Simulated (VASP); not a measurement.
Wanted: the native input for a VASP 6.6.1 run.

| Quantity | Value |
| --- | --- |
| Task | single point |
| Functional | r2SCAN |
| Potentials or basis | VASP PAW PBE potentials, release 64 (W_sv, S) |
| Cutoff | 520 eV |
| k mesh | 12 × 12 × 2 |
| Occupations | gaussian, width 0.02 eV |
| Spin | no spin polarisation |
| Dipole correction | no |
| Further INCAR settings | ALGO = Normal; EDIFF = 1e-06; NBANDS = 35 |

The system is WS2.

```xyz
6
Lattice="3.2453 0.0000 0.0000 -1.6226 2.8105 0.0000 0.0000 0.0000 12.9618" Properties=species:S:1:pos:R:3 pbc="T T T"
W     0.0000    1.8736    3.2405
W     1.6226    0.9368    9.7214
S     0.0000    1.8736    8.1827
S     1.6226    0.9368    1.7018
S     0.0000    1.8736   11.2600
S     1.6226    0.9368    4.7791
```

The input as run:

POSCAR

```
WS2
1.0
    3.2452512936      0.0000000000      0.0000000000
   -1.6226256468      2.8104700619      0.0000000000
    0.0000000000      0.0000000000     12.9618100303
W S
2 4
Direct
    0.3333333333      0.6666666667      0.2500000000
    0.6666666667      0.3333333333      0.7500000000
    0.3333333333      0.6666666667      0.6312964578
    0.6666666667      0.3333333333      0.1312964578
    0.3333333333      0.6666666667      0.8687035422
    0.6666666667      0.3333333333      0.3687035422
```

INCAR.step1

```
SYSTEM = WS2
ALGO = Normal ; EDIFF = 1E-4
ENCUT = 520 ; GGA = PE
ISMEAR = 0 ; LASPH = .True.
LCHARG = .False. ; LREAL = .False.
LWAVE = .True. ; NBANDS = 35
NELM = 60 ; PREC = Accurate
SIGMA = 0.02
```

INCAR.step2

```
SYSTEM = WS2
ALGO = Normal ; EDIFF = 1E-6
ENCUT = 520 ; ISIF = 2
ISMEAR = 0 ; ISTART = 1
LASPH = .True. ; LCHARG = .False.
LMIXTAU = .True. ; LREAL = .False.
LWAVE = .False. ; METAGGA = R2SCAN
NBANDS = 35 ; NELM = 60
PREC = Accurate ; SIGMA = 0.02
```

KPOINTS

```
k-points
0
Gamma
  12 12 2
  0 0 0
```

Potentials or basis: VASP PAW PBE potentials, release 64 (W_sv, S).

Launch:

```console
$ cat potpaw_PBE.64/W_sv/POTCAR potpaw_PBE.64/S/POTCAR > POTCAR
$ cp INCAR.step1 INCAR
$ mpirun -np 1 vasp_std > vasp.out
$ cp INCAR.step2 INCAR
$ mpirun -np 1 vasp_std > vasp.out
```

It gave:

* Pressure: -3.5 GPa
* Largest force: 0.018 eV/Å
* Band gap on the k mesh: 0.93 eV (least direct gap 1.63 eV)

Caveat: the stress differs along the axes, from -5 to 0 GPa; the PAW data sets were made with another functional, which shifts forces and pressure a little; spin-orbit coupling is left out, which moves the levels of the heavy elements.

Wall time 3.6 min on 1 thread of Intel(R) Xeon(R) 6975P-C (Granite Rapids), with other jobs on the host, peak memory 0.31 GiB.
